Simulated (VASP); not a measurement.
# B27P26 (a cell with a defect) in VASP: electric field gradients with PBE

Aim: the electric field gradients of B27P26 (a cell with a defect) with PBE.

Everything below comes from runs of VASP 6.6.1. Logs are shortened: lines on timing, memory, paths and dates and some standing lists are left out, and cuts for length are marked.

**1. The cell of the first run**

The cell holds a defect, 53 atoms: a = 9.627 Å, b = 9.627 Å, c = 9.627 Å, α = 60.00°, β = 60.00°, γ = 60.00°.

**2. Electric field gradients, PBE (atoms taken out)**

INCAR

```
PREC     = Accurate       # precision mode
ENCUT    = 520            # plane-wave cutoff, eV
EDIFF    = 1E-8           # SCF threshold, eV
ISMEAR   = -1             # smearing method
SIGMA    = 0.01           # smearing width, eV
LREAL    = Auto         
LASPH    = True           # aspherical terms in the spheres
NELM     = 60             # most SCF steps
ALGO     = Normal         # electronic algorithm
ISIF     = 2              # what is computed and relaxed
LWAVE    = False          # write WAVECAR
LCHARG   = False          # write CHGCAR
GGA      = PE             # functional
LEFG     = True         
NELECT   = 208.0        
NBANDS   = 138            # bands
```

KPOINTS

```
Automatic mesh
0
Gamma
  3 3 3
```

POSCAR

```
B27P26
1.0
    0.0000000000      6.8070000000      6.8070000000
    6.8070000000      0.0000000000      6.8070000000
    6.8070000000      6.8070000000      0.0000000000
B P
27 26
Direct
    0.0000000000      0.0000000000      0.0000000000
    0.0000000000      0.0000000000      0.3333333333
    0.0000000000      0.0000000000      0.6666666667
    0.0000000000      0.3333333333      0.0000000000
    0.0000000000      0.3333333333      0.3333333333
    0.0000000000      0.3333333333      0.6666666667
    0.0000000000      0.6666666667      0.0000000000
    0.0000000000      0.6666666667      0.3333333333
    0.0000000000      0.6666666667      0.6666666667
    0.3333333333      0.0000000000      0.0000000000
    0.3333333333      0.0000000000      0.3333333333
    0.3333333333      0.0000000000      0.6666666667
    0.3333333333      0.3333333333      0.0000000000
    0.3333333333      0.3333333333      0.3333333333
    0.3333333333      0.3333333333      0.6666666667
    0.3333333333      0.6666666667      0.0000000000
    0.3333333333      0.6666666667      0.3333333333
    0.3333333333      0.6666666667      0.6666666667
    0.6666666667      0.0000000000      0.0000000000
    0.6666666667      0.0000000000      0.3333333333
    0.6666666667      0.0000000000      0.6666666667
    0.6666666667      0.3333333333      0.0000000000
    0.6666666667      0.3333333333      0.3333333333
    0.6666666667      0.3333333333      0.6666666667
    0.6666666667      0.6666666667      0.0000000000
    0.6666666667      0.6666666667      0.3333333333
    0.6666666667      0.6666666667      0.6666666667
    0.0833333333      0.0833333333      0.4166666667
    0.0833333333      0.0833333333      0.7500000000
    0.0833333333      0.4166666667      0.0833333333
    0.0833333333      0.4166666667      0.4166666667
    0.0833333333      0.4166666667      0.7500000000
    0.0833333333      0.7500000000      0.0833333333
    0.0833333333      0.7500000000      0.4166666667
    0.0833333333      0.7500000000      0.7500000000
    0.4166666667      0.0833333333      0.0833333333
    0.4166666667      0.0833333333      0.4166666667
    0.4166666667      0.0833333333      0.7500000000
    0.4166666667      0.4166666667      0.0833333333
    0.4166666667      0.4166666667      0.4166666667
    0.4166666667      0.4166666667      0.7500000000
    0.4166666667      0.7500000000      0.0833333333
    0.4166666667      0.7500000000      0.4166666667
    0.4166666667      0.7500000000      0.7500000000
    0.7500000000      0.0833333333      0.0833333333
    0.7500000000      0.0833333333      0.4166666667
    0.7500000000      0.0833333333      0.7500000000
    0.7500000000      0.4166666667      0.0833333333
    0.7500000000      0.4166666667      0.4166666667
    0.7500000000      0.4166666667      0.7500000000
    0.7500000000      0.7500000000      0.0833333333
    0.7500000000      0.7500000000      0.4166666667
    0.7500000000      0.7500000000      0.7500000000
```

Potentials or basis: VASP PAW PBE potentials, release 64 (B, P).

Launch:

```
$ cat potpaw_PBE.64/B/POTCAR potpaw_PBE.64/P/POTCAR > POTCAR
$ mpirun -np 1 vasp_std > vasp.out
```

OUTCAR:

```text
PREC = Accurate
   ENCUT = 520
   EDIFF = 1E-8
   ISMEAR = -1
   LREAL = Auto
   LASPH = True
   NELM = 60
   ISIF = 2
   GGA = PE
   NELECT = 208.0

 ion  position               nearest neighbor table
   1  0.000  0.000  0.000-  29 1.97  33 1.97  45 1.97
   2  0.000  0.000  0.333-  28 1.97  34 1.97  46 1.97
   3  0.000  0.000  0.667-  29 1.97  28 1.97  35 1.97  47 1.97
   4  0.000  0.333  0.000-  30 1.97  32 1.97  48 1.97
   5  0.000  0.333  0.333-  49 1.97  30 1.97  28 1.97  31 1.97
   6  0.000  0.333  0.667-  29 1.97  31 1.97  32 1.97  50 1.97
   7  0.000  0.667  0.000-  33 1.97  30 1.97  35 1.97  51 1.97
   8  0.000  0.667  0.333-  31 1.97  33 1.97  34 1.97  52 1.97
   9  0.000  0.667  0.667-  35 1.97  34 1.97  32 1.97  53 1.97
  10  0.333  0.000  0.000-  36 1.97  38 1.97  42 1.97
  11  0.333  0.000  0.333-  43 1.97  36 1.97  28 1.97  37 1.97
  12  0.333  0.000  0.667-  29 1.97  37 1.97  38 1.97  44 1.97
  13  0.333  0.333  0.000-  41 1.97  36 1.97  30 1.97  39 1.97
  14  0.333  0.333  0.333-  31 1.97  37 1.97  39 1.97  40 1.97
  15  0.333  0.333  0.667-  40 1.97  38 1.97  32 1.97  41 1.97
  16  0.333  0.667  0.000-  33 1.97  39 1.97  42 1.97  44 1.97
[... 35 lines left out ...]
  52  0.750  0.750  0.417-   8 1.97  20 1.97  26 1.97  27 1.97
  53  0.750  0.750  0.750-  27 1.97  21 1.97  25 1.97   9 1.97

  LATTYP: Found a face centered cubic cell.
 ALAT       =    13.6140000000

  Lattice vectors:

 A1 = (   0.0000000000,   6.8070000000,   6.8070000000)
 A2 = (   6.8070000000,   0.0000000000,   6.8070000000)
 A3 = (   6.8070000000,   6.8070000000,   0.0000000000)

Analysis of symmetry for initial positions (statically):
=====================================================================
 Subroutine PRICEL returns:
 Original cell was already a primitive cell.

 Routine SETGRP: Setting up the symmetry group for a
 face centered cubic supercell.

 Subroutine GETGRP returns: Found 24 space group operations
 (whereof  6 operations were pure point group operations)
 out of a pool of 48 trial point group operations.

The static configuration has the point symmetry C_3v.
 The point group associated with its full space group is T_d .

Analysis of symmetry for dynamics (positions and initial velocities):
=====================================================================
 Subroutine PRICEL returns:
 Original cell was already a primitive cell.

 Routine SETGRP: Setting up the symmetry group for a
 face centered cubic supercell.

 Subroutine GETGRP returns: Found 24 space group operations
 (whereof  6 operations were pure point group operations)
 out of a pool of 48 trial point group operations.

The dynamic configuration has the point symmetry C_3v.
 The point group associated with its full space group is T_d .

 Subroutine INISYM returns: Found 24 space group operations
 (whereof  6 operations are pure point group operations),
 and found     1 'primitive' translations

----------------------------------------------------------------------------------------

                                     Primitive cell

  volume of cell :     630.8081

  direct lattice vectors                    reciprocal lattice vectors
     0.000000000  6.807000000  6.807000000    -0.073453798  0.073453798  0.073453798
     6.807000000  0.000000000  6.807000000     0.073453798 -0.073453798  0.073453798
     6.807000000  6.807000000  0.000000000     0.073453798  0.073453798 -0.073453798

  length of vectors
     9.626551719  9.626551719  9.626551719     0.127225709  0.127225709  0.127225709

  position of ions in fractional coordinates (direct lattice)
     0.000000000  0.000000000  0.000000000
     0.000000000  0.000000000  0.333333333
     0.000000000  0.000000000  0.666666667
     0.000000000  0.333333333  0.000000000
[... 169 lines left out ...]
   EMIN   =  10.00;   EMAX   =-10.00  energy-range for DOS
   EFERMI =   0.00;   METHOD = LEGACY
   ISMEAR =    -1;   SIGMA  =   0.01  broadening in eV -4-tet -1-fermi 0-gaus
   EFERMI_NEDOS =   21; number of points for ismear=-14 and -15
   IALGO  =     38    algorithm
   IMIX   =      4    mixing-type and parameters
     AMIX     =   0.40;   BMIX     =  1.00
     AMIX_MAG =   1.60;   BMIX_MAG =  1.00
  volume/ion in A,a.u.               =      11.90        80.32
  Fermi-wavevector in a.u.,A,eV,Ry     =   1.131002  2.137285 17.404116  1.279166
  Thomas-Fermi vector in A             =   2.267700
   LORBIT       =      0    0 simple, 1 ext, 2 COOP (PROOUT), +10 PAW based schemes
   GGA     = PE    functional components
   LHFCALC =     F    Hartree Fock is set to
   AEXX    =    0.0000 exact exchange contribution
   IVDW    =     0    specifies the selected vdW correction
   LEPSILON=     F    determine dielectric tensor
   LRPA    =     F    only Hartree local field effects (RPA)
 non-spin polarized calculation
  energy-cutoff  :      520.00
  volume of cell :      630.81
 maximum number of plane-waves:     17033
   NGX = 35   NGY = 35   NGZ = 35

 number of electron     208.0000003 magnetization

 Free energy of the ion-electron system (eV)
  ---------------------------------------------------
  ext. energy  EPLUGINS =         0.00000000
  ---------------------------------------------------
  free energy    TOTEN  =      -358.75713317 eV

  energy without entropy =     -358.75140199  energy(sigma->0) =     -358.75426758

 E-fermi :   6.5351     XC(G=0): -10.7448

 val. band max:        6.2206461985   @ k =   0.3333   0.3333   0.0000
 cond. band min:       6.5420719955   @ k =  -0.3333   0.3333   0.0000
 fundamental gap:      0.3214257970
 Fermi energy:         6.5350902853

 k-point     1 :       0.0000    0.0000    0.0000
  band No.  band energies     occupation
      1      -8.2316      2.00000
      2      -6.4132      2.00000
      3      -6.4132      2.00000
      4      -6.4132      2.00000
      5      -6.3870      2.00000
      6      -6.3566      2.00000
[... 465 lines left out ...]
    115      10.3514      0.00000
    116      10.4836      0.00000
 [bands above 116 left out]

------------------------ aborting loop because EDIFF is reached ----------------------------------------

  FORCE on cell =-STRESS in cart. coord.  units (eV):
  Direction    XX          YY          ZZ          XY          YZ          ZX
  --------------------------------------------------------------------------------------
  -------------------------------------------------------------------------------------
  Total      -35.3103068    -35.3103068    -35.3103068     -0.0000000      0.0000000      0.0000000
  in kB      -89.6839703    -89.6839703    -89.6839703     -0.0000000      0.0000000      0.0000000
  external PRESSURE =     -89.6839703 kB  Pullay stress =       0.0000000 kB

 VOLUME and BASIS-vectors are now :
 -----------------------------------------------------------------------------
  energy-cutoff  :      520.00
  volume of cell :      630.81
      direct lattice vectors                 reciprocal lattice vectors
     0.000000000  6.807000000  6.807000000    -0.073453798  0.073453798  0.073453798
     6.807000000  0.000000000  6.807000000     0.073453798 -0.073453798  0.073453798
     6.807000000  6.807000000  0.000000000     0.073453798  0.073453798 -0.073453798

 POSITION                                       TOTAL-FORCE (eV/Angst)
 -----------------------------------------------------------------------------------
      0.00000      0.00000      0.00000        -0.585072     -0.585072     -0.585072
      2.26900      2.26900      0.00000         0.585072      0.585072     -0.585072
      4.53800      4.53800      0.00000        -0.000000     -0.000000     -0.358756
      2.26900      0.00000      2.26900         0.585072     -0.585072      0.585072
      4.53800      2.26900      2.26900         0.040480      0.057747      0.057747
      6.80700      4.53800      2.26900        -0.057747     -0.040480      0.057747
[... 45 lines left out ...]
      7.94150      7.94150     10.21050        -0.000000     -0.000000     -0.024568
     10.21050     10.21050     10.21050        -0.009875     -0.009875     -0.009875
 -----------------------------------------------------------------------------------
    total drift:                                0.000001      0.000001      0.000002

  FREE ENERGIE OF THE ION-ELECTRON SYSTEM (eV)
  ---------------------------------------------------
  free  energy   TOTEN  =      -358.7571331709 eV

  energy  without entropy=     -358.7514019922  energy(sigma->0) =     -358.75426758

 Electric field gradients (V/A^2)
---------------------------------------------------------------------
 ion       V_xx      V_yy      V_zz      V_xy      V_xz      V_yz
---------------------------------------------------------------------
   1      -0.000    -0.000     0.000    13.549    13.549    13.549
   2       0.000     0.000    -0.000    13.549   -13.549   -13.549
   3       0.234     0.234    -0.467     1.849     0.000     0.000
   4       0.000    -0.000     0.000   -13.549    13.549   -13.549
   5      -0.141     0.070     0.070    -0.227    -0.227     0.021
   6       0.070    -0.141     0.070    -0.227    -0.021     0.227
[... 45 lines left out ...]
  52      -0.494    -0.494     0.989     0.281    -0.000    -0.000
  53      -0.000     0.000    -0.000     0.680     0.680     0.680
---------------------------------------------------------------------

 Electric field gradients after diagonalization (V/A^2)
 (convention: |V_zz| > |V_xx| > |V_yy|)
----------------------------------------------------------------------
 ion       V_xx      V_yy      V_zz     asymmetry (V_yy - V_xx)/ V_zz
----------------------------------------------------------------------
   1     -13.549   -13.549    27.098       0.000
   2     -13.549   -13.549    27.098       0.000
   3      -1.616    -0.467     2.083       0.551
   4     -13.549   -13.549    27.098       0.000
   5       0.316     0.050    -0.366       0.728
   6       0.316     0.050    -0.366       0.727
[... 45 lines left out ...]
  52      -0.776    -0.213     0.989       0.569
  53      -0.680    -0.680     1.360       0.000
----------------------------------------------------------------------

           NMR quadrupolar parameters

 Cq : quadrupolar parameter    Cq=e*Q*V_zz/h
 eta: asymmetry parameters     (V_yy - V_xx)/ V_zz
 Q  : nuclear electric quadrupole moment in mb (millibarn)
----------------------------------------------------------------------
 ion       Cq(MHz)       eta       Q (mb)
----------------------------------------------------------------------
   1       0.066       0.000       1.000
   2       0.066       0.000       1.000
   3       0.005       0.551       1.000
   4       0.066       0.000       1.000
   5      -0.001       0.728       1.000
   6      -0.001       0.727       1.000
[... 45 lines left out ...]
  52       0.002       0.569       1.000
  53       0.003       0.000       1.000
----------------------------------------------------------------------
```

It took 20 min on 1 thread of Intel Xeon Platinum 8259CL at 2.50GHz (Skylake/Cascade Lake), shared host; peak memory 0.82 GiB.

Results:

```
Free energy                             : -358.7571 eV
Largest force                           : 1.013 eV/Å
Largest electric field gradient by atom : B +27.1, +2.1, -0.4, -0.0, -0.2 (each value once); P +9.8, +2.2, +1.4, +1.0 (each value once) V/Å²
```

Forces on the atoms (eV/Å):
```
B   -0.585 -0.585 -0.585
B    0.585  0.585 -0.585
B    0.000  0.000 -0.359
B    0.585 -0.585  0.585
B    0.040  0.058  0.058
B   -0.058 -0.040  0.058
B    0.000 -0.359  0.000
B   -0.058  0.058 -0.040
B    0.359  0.000  0.000
B   -0.585  0.585  0.585
B    0.058  0.040  0.058
B   -0.040 -0.058  0.058
B    0.058  0.058  0.040
B    0.000  0.000  0.000
B   -0.058 -0.058  0.040
B   -0.040  0.058 -0.058
B   -0.058  0.040 -0.058
B    0.012 -0.012 -0.012
B   -0.359  0.000  0.000
B    0.058 -0.058 -0.040
B    0.000  0.359  0.000
B    0.058 -0.040 -0.058
B    0.040 -0.058 -0.058
B   -0.012  0.012 -0.012
B    0.000  0.000  0.359
B   -0.012 -0.012  0.012
B    0.012  0.012  0.012
P   -0.467 -0.467  0.419
P    0.467  0.467  0.419
P   -0.467  0.419 -0.467
P    0.061 -0.061 -0.061
P   -0.419  0.467 -0.467
P    0.467  0.419  0.467
P   -0.419 -0.467  0.467
P   -0.010  0.010  0.010
P    0.419 -0.467 -0.467
P   -0.061  0.061 -0.061
P    0.467 -0.419 -0.467
P   -0.061 -0.061  0.061
P    0.061  0.061  0.061
P    0.000  0.000  0.025
P    0.467 -0.467 -0.419
P    0.000  0.025  0.000
P   -0.025  0.000  0.000
P    0.419  0.467  0.467
P   -0.467 -0.419  0.467
P    0.010 -0.010  0.010
P   -0.467  0.467 -0.419
P    0.025  0.000  0.000
P    0.000 -0.025  0.000
P    0.010  0.010 -0.010
P    0.000  0.000 -0.025
P   -0.010 -0.010 -0.010
```

Levels at points of the mesh, in eV from the Fermi level:
```csv
k point,band 99,band 100,band 101,band 102,band 103,band 104,band 105,band 106,band 107,band 108
"(0.00, 0.00, 0.00)",-0.86,-0.86,-0.86,-0.86,0.33,0.33,0.33,1.94,1.94,1.94
```

Electric field gradients, principal values (V/Å²):
```csv
atom,least,middle,greatest (by size)
1 B,-13.549,-13.549,27.098
2 B,-13.549,-13.549,27.098
3 B,-0.467,-1.616,2.083
4 B,-13.549,-13.549,27.098
5 B,0.050,0.316,-0.366
6 B,0.050,0.316,-0.366
7 B,-0.467,-1.616,2.083
8 B,0.050,0.316,-0.366
9 B,-0.467,-1.616,2.083
10 B,-13.549,-13.549,27.098
11 B,0.050,0.316,-0.366
12 B,0.050,0.316,-0.366
13 B,0.050,0.316,-0.366
14 B,0.000,0.000,0.000
15 B,0.050,0.316,-0.366
16 B,0.050,0.316,-0.366
17 B,0.050,0.316,-0.366
18 B,0.085,0.085,-0.170
19 B,-0.467,-1.616,2.083
20 B,0.050,0.316,-0.366
21 B,-0.467,-1.616,2.083
22 B,0.050,0.316,-0.366
23 B,0.050,0.316,-0.366
24 B,0.085,0.085,-0.170
25 B,-0.467,-1.616,2.083
26 B,0.085,0.085,-0.170
27 B,0.085,0.085,-0.170
28 P,-4.496,-5.335,9.832
29 P,-4.497,-5.335,9.832
30 P,-4.496,-5.335,9.832
31 P,-1.097,-1.098,2.195
32 P,-4.496,-5.336,9.832
33 P,-4.497,-5.335,9.832
34 P,-4.496,-5.336,9.832
35 P,-0.680,-0.680,1.360
36 P,-4.496,-5.335,9.832
37 P,-1.097,-1.098,2.195
38 P,-4.496,-5.336,9.832
39 P,-1.097,-1.098,2.195
40 P,-1.097,-1.097,2.195
41 P,-0.213,-0.776,0.989
42 P,-4.496,-5.336,9.832
43 P,-0.213,-0.776,0.989
44 P,-0.213,-0.776,0.989
45 P,-4.497,-5.335,9.832
46 P,-4.496,-5.336,9.832
47 P,-0.680,-0.680,1.360
48 P,-4.496,-5.336,9.832
49 P,-0.213,-0.776,0.989
50 P,-0.213,-0.776,0.989
51 P,-0.680,-0.680,1.360
52 P,-0.213,-0.776,0.989
53 P,-0.680,-0.680,1.360
```

Caveat: the cell carries a net charge on a neutralising background, which shifts energy and pressure; the cell differs from its parent crystal (atoms taken out); the cell is charged against a uniform background, so pressure and absolute levels hang on convention; without QUAD_EFG the Cq values of the log hold for a quadrupole moment of 1 mb, not for the nuclei.
